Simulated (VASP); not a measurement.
InSi63H (a cell with a defect), 65 atoms in the cell. The cell holds a defect, 65 atoms: a = 10.866 Å, b = 10.866 Å, c = 10.866 Å, α = 90.00°, β = 90.00°, γ = 90.00°. 

| Quantity | Value |
| --- | --- |
| Program | VASP 6.6.1 |
| Task | single point |
| Functional | PBEsol |
| Potentials or basis | VASP PAW PBE potentials, release 64 (Si, In_d, H) |
| Cutoff | 400 eV |
| k mesh | 1 × 1 × 1, shifted |
| Occupations | fermi-dirac, width 0.05 eV |
| Spin | no spin polarisation |
| Dipole correction | no |
| Further INCAR settings | LREAL = Auto; ALGO = Normal; EDIFF = 1e-06; NBANDS = 171; ISYM = 0 |

Potentials or basis: VASP PAW PBE potentials, release 64 (Si, In_d, H).

Command:

```sh
$ cat potpaw_PBE.64/Si/POTCAR potpaw_PBE.64/In_d/POTCAR potpaw_PBE.64/H/POTCAR > POTCAR
$ mpirun -np 1 vasp_std > vasp.out
```

Hardware: 1 thread of Intel Xeon 8259CL (shared host).

Task: How long does it take, and how much memory?

Result: Run time: 31 min on 1 thread of Intel Xeon 8259CL (shared host), peak memory 0.95 GiB. Counts: scf iterations 14, k points 4.
